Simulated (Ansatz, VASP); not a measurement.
# Rh in VASP and in Ansatz

INCAR

```
PREC     = Accurate       # precision mode
ENCUT    = 520            # plane-wave cutoff, eV
EDIFF    = 1E-8           # SCF threshold, eV
ISMEAR   = -1             # smearing method
SIGMA    = 0.08           # smearing width, eV
LREAL    = False          # projectors in reciprocal space
LASPH    = True           # aspherical terms in the spheres
NELM     = 100            # most SCF steps
ALGO     = Normal         # electronic algorithm
ISIF     = 2              # what is computed and relaxed
LWAVE    = False          # write WAVECAR
LCHARG   = False          # write CHGCAR
GGA      = PE             # functional
LEFG     = True         
NBANDS   = 22             # bands
```

The input KPOINTS:

```
Automatic mesh
0
Gamma
  11 11 11
```

File POSCAR:

```
Rh
1.0
    0.0000000000      2.7568266508      2.7568266508
    2.7568266508      0.0000000000      2.7568266508
    2.7568266508      2.7568266508      0.0000000000
Rh
2
Direct
    0.0000000000      0.0000000000      0.0000000000
    0.2500000000      0.2500000000      0.2500000000
```

Input for Ansatz:

```yaml
crystal:
  lattice:
    - [0.0, 2.7568266508, 2.7568266508]
    - [2.7568266508, 0.0, 2.7568266508]
    - [2.7568266508, 2.7568266508, 0.0]
  atoms:
    - { symbol: Rh, position: [0.0, 0.0, 0.0] }
    - { symbol: Rh, position: [0.25, 0.25, 0.25] }
kpoints:
  mp_grid: { grid: [11, 11, 11] }
  band_path:
    path:
      - [0.0, 0.0, 0.0]
      - [0.5, 0.0, 0.5]
      - [0.625, 0.25, 0.625]
      - [0.375, 0.375, 0.75]
      - [0.0, 0.0, 0.0]
      - [0.5, 0.5, 0.5]
      - [0.5, 0.25, 0.75]
      - [0.5, 0.0, 0.5]
    npoints: 8
scf:
  occupations: { method: fermi_dirac, width: 0.08 }
hamiltonian:
  xc: pbe
  pseudopotentials: { kind: paw }
output:
  forces: true
  stress: true
  eigenvalues: true
  efg: { contact_densities: true }
  populations: true
  bader: true
  dos: { projected: true, de: 0.2, e_range: [-14, 8] }
```

Alike in both runs: task electric field gradients; functional PBE; k mesh 11 × 11 × 11; occupations fermi-dirac, width 0.08 eV; no spin polarisation.

```csv
,VASP,Ansatz
version,VASP 6.6.1,Ansatz 0.2.0
potentials or method,"VASP PAW PBE potentials, release 64 (Rh_pv)","PAW with Ansatz's default frozen-core files, scalar-relativistic"
plane-wave cutoff (eV),520,420
valence electrons in the cell,30,34
```

Ansatz gave:

- pressure (GPa): 0.0

**Question.** What did VASP give for the same quantities?

**Answer.** Pressure (GPa): 0.1.

The functional is the same, so the differences come from potentials, cutoffs and numerics. VASP's potentials hold 30 valence electrons a cell and Ansatz's 34, so a difference there can come from the potentials and not from the codes.
